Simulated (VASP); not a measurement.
A run of VASP 6.6.1:

INCAR

```
  PREC = Accurate
  ENCUT = 520
  EDIFF = 1E-6
  ISMEAR = 0
  SIGMA = 0.15
  LREAL = False
  LASPH = True
  NELM = 100
  ALGO = Normal
  ISIF = 2
  LWAVE = False
  LCHARG = True
  GGA = PE
  IVDW = 12
  LELF = True
  LVHAR = True
  NBANDS = 11
```

The input KPOINTS:

```
regular mesh
0
Gamma
  21 21 12
```

POSCAR

```
C
1.0
    2.5058198767      0.0000000000      0.0000000000
   -1.2529099384      2.1701036705      0.0000000000
    0.0000000000      0.0000000000      3.6316216684
C
2
Direct
    0.3427033926      0.6854067852      0.0000000000
    0.6572966074      0.3145932148      0.0000000000
```

Potentials or basis: VASP PAW PBE potentials, release 64 (C).

The run is started by

```sh
$ cat potpaw_PBE.64/C/POTCAR > POTCAR
$ mpirun -np 1 vasp_std > vasp.out
```

Hardware: 1 thread of AMD EPYC 7R43 64-Core Processor (Zen 3), on a shared host.

Question: Estimate the wall time of this run.

Answer: It took 2.3 min on 1 thread of AMD EPYC 7R43 64-Core Processor (Zen 3), on a shared host, peak memory 0.22 GiB. Counts: scf iterations 12, k points 847.
